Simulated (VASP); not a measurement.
# HfSi3: single point with PBEsol

The system is HfSi3.

```xyz
4
Lattice="3.9817 0.0000 0.0000 0.0000 3.9817 0.0000 0.0000 0.0000 3.9817" Properties=species:S:1:pos:R:3 pbc="T T T"
Hf    0.0000    0.0000    0.0000
Si    0.0000    1.9909    1.9909
Si    1.9909    1.9909    0.0000
Si    1.9909    0.0000    1.9909
```

This cell differs from its parent crystal: volume scaled by 1.040.

```
Program                : VASP 6.6.1
Task                   : single point
Functional             : PBEsol
Potentials or basis    : VASP PAW PBE potentials, release 64 (Hf_pv, Si)
Cutoff                 : 520 eV
k mesh                 : 8 × 8 × 8
Occupations            : gaussian, width 0.05 eV
Spin                   : no spin polarisation
Dipole correction      : no
Further INCAR settings : ALGO = Normal; EDIFF = 1e-06; NBANDS = 19
```

The pressure is -4.4 GPa. The band gap on the k mesh is zero (band 11 reaches 9.89 eV, above the bottom of band 12 at 7.99 eV).

Levels at points of the mesh, in eV from the Fermi level:
```
           k point  band 7  band 8  band 9  band 10  band 11  band 12  band 13  band 14  band 15  band 16
(0.00, 0.00, 0.00)   -4.16   -4.16   -4.16    -0.21    -0.05    -0.05    -0.05     2.14     2.14     2.14
(0.50, 0.00, 0.00)   -4.33   -3.91   -3.61    -1.10    -1.10    -0.24     0.26     0.47     2.80     2.83
(0.50, 0.50, 0.00)   -7.04   -3.03   -3.03    -1.10    -0.97     0.70     0.70     0.88     1.64     4.06
(0.50, 0.50, 0.50)   -6.80   -4.99   -4.99    -4.99    -1.05     2.12     2.12     3.93     3.93     3.93
```

Wall time 25 s on 1 thread of Intel(R) Xeon(R) Platinum 8488C (Sapphire Rapids), with other jobs on the host, peak memory 0.18 GiB.

Caveat: the PAW data sets were made with another functional, which shifts forces and pressure a little; spin-orbit coupling is left out, which moves the levels of the heavy elements.
